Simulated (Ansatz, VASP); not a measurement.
Two plane-wave programs on Yb

File INCAR:

```
SYSTEM = Yb
PREC = Accurate ; ENCUT = 520
EDIFF = 1E-7 ; ISMEAR = 0
SIGMA = 0.15 ; LREAL = .False.
LASPH = .True. ; NELM = 80
ALGO = Fast ; ISIF = 2
LWAVE = .False. ; LCHARG = .False.
GGA = PE ; NBANDS = 18
```

KPOINTS

```
Automatic mesh
0
Gamma
  16 16 16
  0 0 0
```

POSCAR

```
Yb
1.0
    0.0000000000      3.0067599675      1.8918533715
    3.0067599675      0.0000000000      1.8918533715
    3.0067599675      3.0067599675      0.0000000000
Yb
1
Direct
    0.0000000000      0.0000000000      0.0000000000
```

Input for Ansatz:

```yaml
crystal:
  lattice:
    - [0.0, 3.0067599675, 1.8918533715]
    - [3.0067599675, 0.0, 1.8918533715]
    - [3.0067599675, 3.0067599675, 0.0]
  atoms:
    - { symbol: Yb, position: [0.0, 0.0, 0.0] }
basis:
  ecutwfc: 420
kpoints:
  mp_grid: { grid: [16, 16, 16] }
hamiltonian:
  xc: pbe
scf:
  occupations: { method: gaussian, width: 0.15 }
output:
  forces: true
  stress: true
  eigenvalues: true
```

Alike in both runs: task single point; functional PBE; k mesh 16 × 16 × 16; occupations gaussian, width 0.15 eV; no spin polarisation.

|  | VASP | Ansatz |
| --- | --- | --- |
| version | VASP 6.6.1 | Ansatz 0.2.0 |
| potentials or method | VASP PAW PBE potentials, release 64 (Yb), cutoff 520 eV | scalar-relativistic, plane waves, PAW |
| valence electrons in the cell | 24 | 24 |

|  | VASP | Ansatz | Ansatz less VASP |
| --- | --- | --- | --- |
| gap on the k mesh at the Fermi level (eV) | none | none | - |
| pressure (GPa) | 0.2 | 0.4 | +0.21 |
| traceless stress, the component that is largest in VASP (GPa) | 1.35 | 1.34 | -0.010 |

A gap of «none» marks a metal or a gap that the smearing closes.

Neither program's run includes spin-orbit coupling.
